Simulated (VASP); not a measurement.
BaF2:

```
Ba F
1.0
     0.00000    3.10005    3.10005
     3.10005    0.00000    3.10005
     3.10005    3.10005    0.00000
Ba F
1 2
Cartesian
  0.0000 0.0000 0.0000
  1.5500 1.5500 1.5500
  4.6501 4.6501 4.6501
```

Base run:

```yaml
Program: VASP 6.6.1
Functional: r2SCAN
Potentials_or_basis: VASP PAW PBE potentials, release 64 (Ba_sv, F)
Cutoff: 580 eV
k_mesh: 7 × 7 × 7
Occupations: fermi-dirac, width 0.02 eV
Spin: no spin polarisation
```

Its results: band gap on the k mesh 7.35 eV (least direct gap 7.41 eV); pressure 0.8 GPa.

Question: The run is repeated on the same cell with these changes: functional from r2SCAN to PBE; cutoff from 580 eV to 600 eV; further incar settings from ALGO = Normal; EDIFF = 1e-08; NBANDS = 19 to ALGO = Normal; EDIFF = 1e-06; NBANDS = 19. What comes out?

Answer: Band gap on the k mesh 6.78 eV (least direct gap 6.84 eV); pressure 2.3 GPa.

Caveats: spin-orbit coupling is left out, which moves the levels of the heavy elements; an odd mesh through Γ misses points on the zone boundary, where band edges can lie; the PAW data sets were made with another functional, which shifts forces and pressure a little (at least some runs).
